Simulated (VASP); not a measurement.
Ba2SO:

```
O Ba S
1.0
     4.29302    0.00000    0.00000
     0.00000    4.29302    0.00000
     0.00000    0.00000    6.07753
O Ba S
1 2 1
Direct
  0.00000 0.00000 0.00000
  0.00000 0.00000 0.50000
  0.50000 0.50000 0.00000
  0.50000 0.50000 0.50000
```

Program: VASP 6.6.1. Alike in all runs: task single point; potentials or basis VASP PAW PBE potentials, release 64 (O, Ba_sv, S); no spin polarisation; cell as given; k mesh 4 × 4 × 2; cutoff (eV) 520; smearing gaussian 0.01 eV.

Question: Order these runs on this cell by their band gap on the k mesh, lowest first.
A. level HSE06; grid for exact exchange (PRECFOCK) Normal; screening parameter 0.2079 1/Å
B. level r2SCAN
C. level PBE

Answer: C (1.55 eV), B (1.88 eV), A (2.67 eV).

Caveats: all runs use coarse meshes; spin-orbit coupling is left out, which moves the levels of the heavy elements.

A k mesh can miss the band edges.
